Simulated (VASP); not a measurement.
A run of VASP 6.6.1:

Contents of INCAR:

```
  PREC = Accurate
  ENCUT = 520
  EDIFF = 1E-8
  ISMEAR = -1
  SIGMA = 0.02
  LREAL = False
  LASPH = True
  NELM = 80
  ALGO = Normal
  ISIF = 2
  LWAVE = False
  LCHARG = False
  GGA = PE
  LEFG = True
  NBANDS = 16
```

The input KPOINTS:

```
Automatic mesh
0
Gamma
  11 11 4
```

The input POSCAR:

```
BN
1.0
    2.5290316213      0.0000000000      0.0000000000
   -1.2645158107      2.1902056311      0.0000000000
    0.0000000000      0.0000000000      6.6612000000
B N
2 2
Direct
    0.3333333333      0.6666666667      0.2500000000
    0.6666666667      0.3333333333      0.7500000000
    0.3333333333      0.6666666667      0.7500000000
    0.6666666667      0.3333333333      0.2500000000
```

Potentials or basis: VASP PAW PBE potentials, release 64 (B, N).

The run is started by

```console
$ cat potpaw_PBE.64/B/POTCAR potpaw_PBE.64/N/POTCAR > POTCAR
$ mpirun -np 1 vasp_std > vasp.out
```

Hardware: 1 thread of Intel Xeon 8259CL, on a shared host.

Question: Estimate the wall time of this run.

Answer: Run time: 52 s on 1 thread of Intel Xeon 8259CL (shared host), peak memory 0.16 GiB. Counts: scf iterations 15, k points 48.
